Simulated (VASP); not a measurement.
Write the native input for VASP 6.6.1 that does the following.

```yaml
Task: single point
Functional: PBEsol
Potentials_or_basis: VASP PAW PBE potentials, release 64 (Hf_pv)
Cutoff: 520 eV
k_mesh: 16 × 16 × 16
Occupations: fermi-dirac, width 0.03 eV
Spin: no spin polarisation
Dipole_correction: no
Further_INCAR_settings: ALGO = Normal; EDIFF = 1e-06; NBANDS = 11
```

The structure of Hf lies in POSCAR:

```
Hf
1.0
    0.0000000000      2.1746811614      2.1746811614
    2.1746811614      0.0000000000      2.1746811614
    2.1746811614      2.1746811614      0.0000000000
Hf
1
Direct
    0.0000000000      0.0000000000      0.0000000000
```

This cell differs from its parent crystal: volume scaled by 0.94.

These files were run (other wordings do the same):

INCAR

```
PREC = Accurate ; ENCUT = 520
EDIFF = 1E-6 ; ISMEAR = -1
SIGMA = 0.03 ; LREAL = F
LASPH = T ; NELM = 100
ALGO = Normal ; ISIF = 2
LWAVE = F ; LCHARG = T
GGA = PS ; LELF = T
LVHAR = T ; NBANDS = 11
```

KPOINTS

```
Automatic mesh
0
Gamma
  16 16 16
```

Potentials or basis: VASP PAW PBE potentials, release 64 (Hf_pv).

Command:

```console
$ cat potpaw_PBE.64/Hf_pv/POTCAR > POTCAR
$ mpirun -np 1 vasp_std > vasp.out
```

Results of the run:

| Item | Value |
| --- | --- |
| Pressure | 5.1 GPa |
| Band gap on the k mesh | zero (band 5 reaches 6.59 eV, above the bottom of band 6 at 4.75 eV) |

Caveat: the PAW data sets were made with another functional, which shifts forces and pressure a little; spin-orbit coupling is left out, which moves the levels of the heavy elements.

Wall time 14 s on 1 thread of Intel Xeon 6975P-C (shared host), peak memory 0.16 GiB.
